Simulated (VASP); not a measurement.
# RuAu (Pm-3m) in VASP: a series of runs

RuAu is run at these levels: PBEsol, HSE06; tasks: relaxation of cell and atoms, single point.

Program: VASP 6.6.1. These are calculated values, not measurements. Logs are shortened: lines on timing, memory, paths and dates and some standing lists are left out, and cuts for length are marked.

### Step 1. The cell of the first run

It takes space group Pm-3m (No. 221, cubic). Conventional cell: a = 3.165 Å, b = 3.165 Å, c = 3.165 Å, α = 90.00°, β = 90.00°, γ = 90.00°. Within 3.6 Å of Ru (site symmetry m-3m) lie 8 Au at 2.74 Å and 6 Ru at 3.16 Å. Within 3.6 Å of Au (site symmetry m-3m) lie 8 Ru at 2.74 Å and 6 Au at 3.16 Å.

### Step 2. Relaxation of cell and atoms, PBEsol, target pressure 10 GPa, at which the enthalpy is minimised

Input file INCAR:

```
SYSTEM = RuAu
ALGO = Normal
EDIFF = 1E-7
EDIFFG = -0.01
ENCUT = 500
GGA = PS
GGA_COMPAT = .FALSE.
IBRION = 2
ISIF = 3
ISMEAR = -1
LASPH = .TRUE.
LCHARG = .FALSE.
LREAL = .FALSE.
LWAVE = .FALSE.
NELM = 120
NELMIN = 4
NSW = 60
PREC = Accurate
PSTRESS = 100.0
SIGMA = 0.05
```

Input file KPOINTS:

```
k-points
0
G
  8 8 8
  0 0 0
```

Input file POSCAR:

```
RuAu
1.0
    3.1648100000      0.0000000000      0.0000000000
    0.0000000000      3.1648100000      0.0000000000
    0.0000000000      0.0000000000      3.1648100000
Ru Au
1 1
Direct
    0.0000000000      0.0000000000      0.0000000000
    0.5000000000      0.5000000000      0.5000000000
```

Potentials or basis: VASP PAW PBE potentials, release 64 (Ru_pv, Au).

Command:

```bash
$ cat potpaw_PBE.64/Ru_pv/POTCAR potpaw_PBE.64/Au/POTCAR > POTCAR
$ mpirun -np 1 vasp_std > vasp.out
```

OUTCAR:

```text
SYSTEM = RuAu
   EDIFF = 1E-7
   EDIFFG = -0.01
   ENCUT = 500
   GGA = PS
   IBRION = 2
   ISIF = 3
   ISMEAR = -1
   LASPH = .TRUE.
   LREAL = .FALSE.
   NELM = 120
   NELMIN = 4
   NSW = 60
   PREC = Accurate
   PSTRESS = 100.0

 ion  position               nearest neighbor table
   1  0.000  0.000  0.000-   2 2.74   2 2.74   2 2.74   2 2.74   2 2.74   2 2.74   2 2.74   2 2.74

   2  0.500  0.500  0.500-   1 2.74   1 2.74   1 2.74   1 2.74   1 2.74   1 2.74   1 2.74   1 2.74

  LATTYP: Found a simple cubic cell.
 ALAT       =     3.1648100000

  Lattice vectors:

 A1 = (   3.1648100000,   0.0000000000,   0.0000000000)
 A2 = (   0.0000000000,   3.1648100000,   0.0000000000)
 A3 = (   0.0000000000,   0.0000000000,   3.1648100000)

Analysis of symmetry for initial positions (statically):
=====================================================================
 Subroutine PRICEL returns:
 Original cell was already a primitive cell.

 Routine SETGRP: Setting up the symmetry group for a
 simple cubic supercell.

 Subroutine GETGRP returns: Found 48 space group operations
 (whereof 48 operations were pure point group operations)
 out of a pool of 48 trial point group operations.

The static configuration has the point symmetry O_h .

Analysis of symmetry for dynamics (positions and initial velocities):
=====================================================================
 Subroutine PRICEL returns:
 Original cell was already a primitive cell.

 Routine SETGRP: Setting up the symmetry group for a
 simple cubic supercell.

 Subroutine GETGRP returns: Found 48 space group operations
 (whereof 48 operations were pure point group operations)
 out of a pool of 48 trial point group operations.

The dynamic configuration has the point symmetry O_h .

 Subroutine INISYM returns: Found 48 space group operations
 (whereof 48 operations are pure point group operations),
 and found     1 'primitive' translations

----------------------------------------------------------------------------------------

                                     Primitive cell

  volume of cell :      31.6988

  direct lattice vectors                    reciprocal lattice vectors
     3.164810000  0.000000000  0.000000000     0.315974735  0.000000000  0.000000000
     0.000000000  3.164810000  0.000000000     0.000000000  0.315974735  0.000000000
     0.000000000  0.000000000  3.164810000     0.000000000  0.000000000  0.315974735

  length of vectors
     3.164810000  3.164810000  3.164810000     0.315974735  0.315974735  0.315974735

  position of ions in fractional coordinates (direct lattice)
     0.000000000  0.000000000  0.000000000
     0.500000000  0.500000000  0.500000000

  ion indices of the primitive-cell ions
   primitive index   ion index
                 1           1
                 2           2

----------------------------------------------------------------------------------------

 KPOINTS: k-points

Automatic generation of k-mesh.
 Grid dimensions read from file:
 generate k-points for:    8    8    8

 Generating k-lattice:

  Cartesian coordinates                     Fractional coordinates (reciprocal lattice)
     0.039496842  0.000000000  0.000000000     0.125000000  0.000000000  0.000000000
     0.000000000  0.039496842  0.000000000     0.000000000  0.125000000  0.000000000
     0.000000000  0.000000000  0.039496842     0.000000000  0.000000000  0.125000000

  Length of vectors
     0.039496842  0.039496842  0.039496842

  Shift w.r.t. Gamma in fractional coordinates (k-lattice)
     0.000000000  0.000000000  0.000000000

 Subroutine IBZKPT returns following result:
 ===========================================

 Found     35 irreducible k-points:

 Following reciprocal coordinates:
            Coordinates               Weight
  0.000000  0.000000  0.000000      1.000000
  0.125000  0.000000  0.000000      6.000000
  0.250000  0.000000  0.000000      6.000000
  0.375000  0.000000  0.000000      6.000000
  0.500000  0.000000  0.000000      3.000000
  0.125000  0.125000  0.000000     12.000000
[... 16 lines left out ...]
  0.375000  0.375000  0.125000     24.000000
  0.500000  0.375000  0.125000     24.000000
 [... further k-points ...]
   k-points           NKPTS =     35   k-points in BZ     NKDIM =     35   number of bands    NBANDS=     16
   number of dos      NEDOS =    301   number of ions     NIONS =      2
   total plane-waves  NPLWV =  13824
   dimension x,y,z NGX =    24 NGY =   24 NGZ =   24
   dimension x,y,z NGXF=    48 NGYF=   48 NGZF=   48
   ions per type =               1   1
   NGX,Y,Z   is equivalent  to a cutoff of  12.61, 12.61, 12.61 a.u.
   NGXF,Y,Z  is equivalent  to a cutoff of  25.21, 25.21, 25.21 a.u.
 SYSTEM =  RuAu
   PREC   = accura    normal or accurate (medium, high low for compatibility)
   ISTART =      0    job   : 0-new  1-cont  2-samecut
   ICHARG =      2    charge: 1-file 2-atom 10-const
   ISPIN  =      1    spin polarized calculation?
   LNONCOLLINEAR =      F non collinear calculations
   LSORBIT =      F    spin-orbit coupling
   LASPH  =      T    aspherical Exc in radial PAW
   ENCUT  =  500.0 eV  36.75 Ry    6.06 a.u.   5.77  5.77  5.77*2*pi/ulx,y,z
   NELM   =    120;   NELMIN=  4; NELMDL= -5     # of ELM steps
   EDIFF  = 0.1E-06   stopping-criterion for ELM
   LREAL  =      F    real-space projection
   EDIFFG = -.1E-01   stopping-criterion for IOM
   NSW    =     60    number of steps for IOM
   IBRION =      2    ionic relax: 0-MD 1-quasi-New 2-CG
   NFREE  =      1    steps in history (QN), initial steepest desc. (CG)
   ISIF   =      3    stress and relaxation
   ISYM   =      2    0-nonsym 1-usesym 2-fastsym
   POTIM  = 0.5000    time-step for ionic-motion
   TEBEG  =    0.0;   TEEND  =   0.0 temperature during run
   PSTRESS=  100.0 pullay stress
   NELECT =      25.0000    total number of electrons
   NUPDOWN=      -1.0000    fix difference up-down
   EMIN   =  10.00;   EMAX   =-10.00  energy-range for DOS
   EFERMI =   0.00;   METHOD = LEGACY
   ISMEAR =    -1;   SIGMA  =   0.05  broadening in eV -4-tet -1-fermi 0-gaus
   EFERMI_NEDOS =   21; number of points for ismear=-14 and -15
   IALGO  =     38    algorithm
   IMIX   =      4    mixing-type and parameters
     AMIX     =   0.40;   BMIX     =  1.00
     AMIX_MAG =   1.60;   BMIX_MAG =  1.00
  volume/ion in A,a.u.               =      15.85       106.96
  Fermi-wavevector in a.u.,A,eV,Ry     =   1.512541  2.858288 31.127146  2.287781
  Thomas-Fermi vector in A             =   2.622452
   LORBIT       =      0    0 simple, 1 ext, 2 COOP (PROOUT), +10 PAW based schemes
   GGA     = PS    functional components
   LHFCALC =     F    Hartree Fock is set to
   AEXX    =    0.0000 exact exchange contribution
   IVDW    =     0    specifies the selected vdW correction
   LEPSILON=     F    determine dielectric tensor
   LRPA    =     F    only Hartree local field effects (RPA)
 conjugate gradient relaxation of ions
 non-spin polarized calculation
  energy-cutoff  :      500.00
  volume of cell :       31.70
 maximum number of plane-waves:       840
 NGX is ok and might be reduce to    24
   NGX = 11   NGY = 11   NGZ = 11

--------------------------------------- Ionic step        1  -------------------------------------------

 number of electron      24.9999992 magnetization

 Free energy of the ion-electron system (eV)
  ---------------------------------------------------
  ext. energy  EPLUGINS =         0.00000000
  ---------------------------------------------------
  free energy    TOTEN  =       -12.84425046 eV

  energy without entropy =      -12.81881108  energy(sigma->0) =      -12.83153077

------------------------ aborting loop because EDIFF is reached ----------------------------------------

  FORCE on cell =-STRESS in cart. coord.  units (eV):
  Direction    XX          YY          ZZ          XY          YZ          ZX
  --------------------------------------------------------------------------------------
  -------------------------------------------------------------------------------------
  Total       -1.7961908     -1.7961908     -1.7961908     -0.0000000      0.0000000      0.0000000
  in kB      -90.7862586    -90.7862586    -90.7862586     -0.0000000      0.0000000      0.0000000
  external PRESSURE =    -190.7862586 kB  Pullay stress =     100.0000000 kB
[... 137 lines left out ...]
  enthalpy is  TOTEN    =       -11.0221807852 eV   P V=        1.8302340570

--------------------------------------- Ionic step        5  -------------------------------------------

 number of electron      25.0000006 magnetization

 Free energy of the ion-electron system (eV)
  ---------------------------------------------------
  ext. energy  EPLUGINS =         0.00000000
  ---------------------------------------------------
  free energy    TOTEN  =       -12.84938143 eV

  energy without entropy =      -12.82596007  energy(sigma->0) =      -12.83767075

 E-fermi :  11.6097     XC(G=0): -13.8109

 val. band max:       11.5950460666   @ k =   0.3750   0.1250   0.0000
 cond. band min:      11.6110642418   @ k =   0.5000   0.5000   0.0000
 fundamental gap:      0.0160181753
 Fermi energy:        11.6096823000

 k-point     1 :       0.0000    0.0000    0.0000
  band No.  band energies     occupation
      1     -30.9656      2.00000
      2     -30.9656      2.00000
      3     -30.9656      2.00000
      4       1.9025      2.00000
      5       4.3176      2.00000
      6       4.3176      2.00000
[... 8 lines left out ...]
     15      19.4165      0.00000
     16      19.4165      0.00000
[... 420 lines left out ...]
  band No.  band energies     occupation
      1     -31.0953      2.00000
      2     -31.0724      2.00000
      3     -30.9666      2.00000
      4       4.5388      2.00000
      5       4.5958      2.00000
      6       5.7075      2.00000
[... 8 lines left out ...]
     15      14.0985      0.00000
     16      18.5969      0.00000

 [... further k-points ...]
[... 5 lines left out ...]
  --------------------------------------------------------------------------------------
  -------------------------------------------------------------------------------------
  Total        1.8246154      1.8246154      1.8246154      0.0000000      0.0000000      0.0000000
  in kB       99.8631641     99.8631641     99.8631641      0.0000000      0.0000000      0.0000000
  external PRESSURE =      -0.1368359 kB  Pullay stress =     100.0000000 kB
[... 17 lines left out ...]
  FREE ENERGIE OF THE ION-ELECTRON SYSTEM (eV)
  ---------------------------------------------------
  free  energy   TOTEN  =       -12.8493814288 eV

  energy  without entropy=      -12.8259600721  energy(sigma->0) =      -12.83767075

  enthalpy is  TOTEN    =       -11.0222658722 eV   P V=        1.8271155567

 reached required accuracy - stopping structural energy minimisation
```

Wall time 21 s (1 thread of Intel Xeon 6975P-C (Granite Rapids), shared host); peak memory 0.15 GiB.

Results:

```
Free energy                                                : -12.8494 eV
Relaxed volume                                             : 14.64 Å³/atom
Relaxed cell                                               : a = 3.082 Å, b = 3.082 Å, c = 3.082 Å, α = 90.00°, β = 90.00°, γ = 90.00°
Space group after relaxing (to 0.1 Å)                      : Pm-3m (No. 221)
Energy change on relaxing (the run minimises the enthalpy) : -2.6 meV/atom
Ionic steps                                                : 5
Pressure after relaxing                                    : 10.0 GPa
Band gap on the k mesh                                     : zero (an odd number of electrons rules out a gap without spin polarisation)
```

Step by step:
| step | energy change (eV) | largest force (eV/Å) | pressure (GPa) | volume (Å³) |
| --- | --- | --- | --- | --- |
| 1 | 0.0000 | 0.0000 | -9.08 | 31.70 |
| 2 | 1.7515 | 0.0000 | 111.85 | 23.80 |
| 3 | -0.0152 | 0.0000 | 8.23 | 29.45 |
| 4 | -0.0082 | 0.0000 | 9.50 | 29.32 |
| 5 | -0.0051 | 0.0000 | 9.99 | 29.27 |

Final structure:
```yaml
crystal:
  lattice:
    - [3.08195, 0.00000, 0.00000]
    - [0.00000, 3.08195, 0.00000]
    - [0.00000, 0.00000, 3.08195]
  atoms:
    - { symbol: Ru, position: [0.00000, 0.00000, 0.00000] }
    - { symbol: Au, position: [0.50000, 0.50000, 0.50000] }
```

Caveat: the cell is relaxed towards a set pressure, so the run minimises the enthalpy, not the energy; the PAW data sets were made with another functional, which shifts forces and pressure a little; spin-orbit coupling is left out, which moves the levels of the heavy elements.

### Step 3. Relaxation of cell and atoms, PBEsol, target pressure 20 GPa, at which the enthalpy is minimised

Input file INCAR:

```
SYSTEM = RuAu
  PREC = Accurate
  ENCUT = 500
  EDIFF = 1E-7
  ISMEAR = -1
  SIGMA = 0.05
  LREAL = .False.
  LASPH = .True.
  NELM = 120
  ALGO = Normal
  ISIF = 3
  LWAVE = .False.
  LCHARG = .False.
  GGA = PS
  IBRION = 2
  NSW = 60
  EDIFFG = -0.01
  PSTRESS = 200.0
  GGA_COMPAT = .False.
  NELMIN = 4
```

Input file KPOINTS:

```
regular mesh
0
Gamma
  8 8 8
  0 0 0
```

POSCAR is that of step 2.

Potentials or basis: VASP PAW PBE potentials, release 64 (Ru_pv, Au).

Command:

```bash
$ cat potpaw_PBE.64/Ru_pv/POTCAR potpaw_PBE.64/Au/POTCAR > POTCAR
$ mpirun -np 1 vasp_std > vasp.out
```

OUTCAR:

```text
SYSTEM = RuAu
   PREC = Accurate
   ENCUT = 500
   EDIFF = 1E-7
   ISMEAR = -1
   LREAL = .False.
   LASPH = .True.
   NELM = 120
   ISIF = 3
   GGA = PS
   IBRION = 2
   NSW = 60
   EDIFFG = -0.01
   PSTRESS = 200.0
   NELMIN = 4

 ion  position               nearest neighbor table
   1  0.000  0.000  0.000-   2 2.74   2 2.74   2 2.74   2 2.74   2 2.74   2 2.74   2 2.74   2 2.74

   2  0.500  0.500  0.500-   1 2.74   1 2.74   1 2.74   1 2.74   1 2.74   1 2.74   1 2.74   1 2.74

  LATTYP: Found a simple cubic cell.
 ALAT       =     3.1648100000

  Lattice vectors:

 A1 = (   3.1648100000,   0.0000000000,   0.0000000000)
 A2 = (   0.0000000000,   3.1648100000,   0.0000000000)
 A3 = (   0.0000000000,   0.0000000000,   3.1648100000)

Analysis of symmetry for initial positions (statically):
=====================================================================
 Subroutine PRICEL returns:
 Original cell was already a primitive cell.

 Routine SETGRP: Setting up the symmetry group for a
 simple cubic supercell.

 Subroutine GETGRP returns: Found 48 space group operations
[... 167 lines left out ...]

------------------------ aborting loop because EDIFF is reached ----------------------------------------

  FORCE on cell =-STRESS in cart. coord.  units (eV):
  Direction    XX          YY          ZZ          XY          YZ          ZX
  --------------------------------------------------------------------------------------
  -------------------------------------------------------------------------------------
  Total       -1.7961908     -1.7961908     -1.7961908     -0.0000000      0.0000000      0.0000000
  in kB      -90.7862586    -90.7862586    -90.7862586     -0.0000000      0.0000000      0.0000000
  external PRESSURE =    -290.7862586 kB  Pullay stress =     200.0000000 kB
[... 139 lines left out ...]
--------------------------------------- Ionic step        5  -------------------------------------------

 number of electron      25.0000008 magnetization

 Free energy of the ion-electron system (eV)
  ---------------------------------------------------
  ext. energy  EPLUGINS =         0.00000000
  ---------------------------------------------------
  free energy    TOTEN  =       -12.76496781 eV

  energy without entropy =      -12.74278247  energy(sigma->0) =      -12.75387514

 E-fermi :  12.1940     XC(G=0): -14.0054

 val. band max:       12.1785652313   @ k =   0.3750   0.1250   0.0000
 cond. band min:      12.2575678795   @ k =   0.2500   0.0000   0.0000
 fundamental gap:      0.0790026481
 Fermi energy:        12.1940398187

 k-point     1 :       0.0000    0.0000    0.0000
  band No.  band energies     occupation
      1     -30.4338      2.00000
      2     -30.4338      2.00000
      3     -30.4338      2.00000
      4       2.1970      2.00000
      5       4.5825      2.00000
      6       4.5825      2.00000
[... 433 lines left out ...]
      3     -30.4351      2.00000
      4       4.8334      2.00000
      5       4.9102      2.00000
      6       6.0586      2.00000
[... 8 lines left out ...]
     15      14.7779      0.00000
     16      19.4470      0.00000

 [... further k-points ...]
[... 5 lines left out ...]
  --------------------------------------------------------------------------------------
  -------------------------------------------------------------------------------------
  Total        3.5450239      3.5450239      3.5450239      0.0000000      0.0000000      0.0000000
  in kB      200.2600482    200.2600482    200.2600482      0.0000000      0.0000000      0.0000000
  external PRESSURE =       0.2600482 kB  Pullay stress =     200.0000000 kB
[... 21 lines left out ...]
  energy  without entropy=      -12.7427824726  energy(sigma->0) =      -12.75387514

  enthalpy is  TOTEN    =        -9.2245472818 eV   P V=        3.5404205268

 reached required accuracy - stopping structural energy minimisation
```

CONTCAR:

```text
RuAu
   1.00000000000000
     3.0496159162725380    0.0000000000000000    0.0000000000000000
    -0.0000000000000000    3.0496159162725380    0.0000000000000000
    -0.0000000000000000    0.0000000000000000    3.0496159162725380
  Ru              Au
     1     1
Direct
     0.0000000000000000    0.0000000000000000    0.0000000000000000
     0.5000000000000000    0.5000000000000000    0.5000000000000000

  0.00000000E+00  0.00000000E+00  0.00000000E+00
  0.00000000E+00  0.00000000E+00  0.00000000E+00
```

It took 23 s on 1 thread of Intel Xeon 6975P-C (Granite Rapids), shared host; peak memory 0.15 GiB.

Results:

* Free energy: -12.7650 eV
* Relaxed volume: 14.18 Å³/atom
* Relaxed cell: a = 3.050 Å, b = 3.050 Å, c = 3.050 Å, α = 90.00°, β = 90.00°, γ = 90.00°
* Space group after relaxing (to 0.1 Å): Pm-3m (No. 221)
* Energy change on relaxing (the run minimises the enthalpy): +39.6 meV/atom
* Ionic steps: 5
* Pressure after relaxing: 20.0 GPa
* Band gap on the k mesh: zero (an odd number of electrons rules out a gap without spin polarisation)

The path:
```
step  energy change (eV)  largest force (eV/Å)  pressure (GPa)  volume (Å³)
   1              0.0000                0.0000           -9.08        31.70
   2              5.8450                0.0000          278.19        20.25
   3              0.0328                0.0000           15.10        28.79
   4              0.0586                0.0000           17.95        28.54
   5              0.0793                0.0000           20.03        28.36
```

Final structure:
```xyz
2
Lattice="3.0496 0.0000 0.0000 0.0000 3.0496 0.0000 0.0000 0.0000 3.0496" Properties=species:S:1:pos:R:3 pbc="T T T"
Ru    0.0000    0.0000    0.0000
Au    1.5248    1.5248    1.5248
```

Caveat: the cell is relaxed towards a set pressure, so the run minimises the enthalpy, not the energy; the PAW data sets were made with another functional, which shifts forces and pressure a little; spin-orbit coupling is left out, which moves the levels of the heavy elements.

(Continued in part 2 of 2.)

The gap in the log of VASP goes by the Fermi energy; the results here count the filled bands.